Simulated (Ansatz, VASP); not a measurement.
One calculation of InP, two programs

INCAR

```
SYSTEM = InP
PREC     = Accurate       ! precision mode
ENCUT    = 520            ! plane-wave cutoff, eV
EDIFF    = 1E-7           ! SCF threshold, eV
ISMEAR   = 0              ! smearing method
SIGMA    = 0.05           ! smearing width, eV
LREAL    = .False.        ! projectors in reciprocal space
LASPH    = .True.         ! aspherical terms in the spheres
NELM     = 100            ! most SCF steps
ALGO     = Normal         ! electronic algorithm
ISIF     = 2              ! what is computed and relaxed
LWAVE    = .False.        ! write WAVECAR
LCHARG   = .False.        ! write CHGCAR
GGA      = PE             ! functional
NBANDS   = 16             ! bands
```

File KPOINTS:

```
Automatic mesh
0
Gamma
  10 10 10
  0 0 0
```

Contents of POSCAR:

```
InP
1.0
    0.0000000000      2.8906331776      2.8906331776
    2.8906331776      0.0000000000      2.8906331776
    2.8906331776      2.8906331776      0.0000000000
In P
1 1
Direct
    0.0000000000      0.0000000000      0.0000000000
    0.7500000000      0.7500000000      0.7500000000
```

Input for Ansatz:

```yaml
crystal:
  lattice:
    - [0.0, 2.8906331776, 2.8906331776]
    - [2.8906331776, 0.0, 2.8906331776]
    - [2.8906331776, 2.8906331776, 0.0]
  atoms:
    - { symbol: In, position: [0.0, 0.0, 0.0] }
    - { symbol: P, position: [0.75, 0.75, 0.75] }
basis:
  ecutwfc: 420
kpoints:
  mp_grid: { grid: [10, 10, 10] }
hamiltonian:
  xc: pbe
scf:
  occupations: { method: gaussian, width: 0.05 }
output:
  forces: true
  stress: true
  eigenvalues: true
  write_density: true
  write_potential: true
  elf: true
  volumetric_format: npy
```

Change from the starting cell: strain -0.030 along x and y, -0.030 along z, atoms carried along.

Alike in both runs: task single point; functional PBE; k mesh 10 × 10 × 10; occupations gaussian, width 0.05 eV; no spin polarisation.

|  | VASP | Ansatz |
| --- | --- | --- |
| version | VASP 6.6.1 | Ansatz 0.2.0 |
| potentials or method | VASP PAW PBE potentials, release 64 (In_d, P), cutoff 520 eV | scalar-relativistic, plane waves, PAW |
| valence electrons in the cell | 18 | 18 |

```tsv
	VASP	Ansatz	Ansatz less VASP
gap on the k mesh at the Fermi level (eV)	0.94	0.94	+0.003
least direct gap on the mesh (eV)	0.94	0.94	+0.003
pressure (GPa)	6.6	6.7	+0.07
```
